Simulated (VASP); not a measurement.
CuNi3, 4 atoms in the cell. Symmetry: P-6m2, No. 187, hexagonal system. The conventional cell has a = 2.496 Å, b = 2.496 Å, c = 8.267 Å, α = 90.00°, β = 90.00°, γ = 120.00°. Within 3.3 Å of Cu (site symmetry -6m2) lie 6 Cu at 2.50 Å and 6 Ni at 2.55 Å. Ni (site symmetry -6m2) has 12 Ni at 2.49 to 2.50 Å within 3.3 Å. Within 3.3 Å of Ni (site symmetry 3m) lie 9 Ni at 2.49 to 2.50 Å and 3 Cu at 2.55 Å. 

| Quantity | Value |
| --- | --- |
| Program | VASP 6.6.1 |
| Task | single point |
| Functional | PBE |
| Potentials or basis | VASP PAW PBE potentials, release 64 (Cu, Ni) |
| Cutoff | 600 eV |
| k mesh | 6 × 6 × 2 |
| Occupations | gaussian, width 0.1 eV |
| Spin | collinear spin, ferromagnetic start |
| Starting moments | [0.0, 2.0, 2.0, 2.0] μB |
| Dipole correction | no |
| Further INCAR settings | ALGO = Normal; EDIFF = 1e-06; NBANDS = 32 |

Potentials or basis: VASP PAW PBE potentials, release 64 (Cu, Ni).

Launch:

```bash
$ cat potpaw_PBE.64/Cu/POTCAR potpaw_PBE.64/Ni/POTCAR > POTCAR
$ mpirun -np 1 vasp_std > vasp.out
```

Hardware: 1 thread of Intel(R) Xeon(R) Platinum 8488C (Sapphire Rapids), with other jobs on the host.

Estimate the wall time of this run.

It took 60 s on 1 thread of Intel(R) Xeon(R) Platinum 8488C (Sapphire Rapids) (shared host), peak memory 0.2 GiB. Counts: scf iterations 18, k points 14.
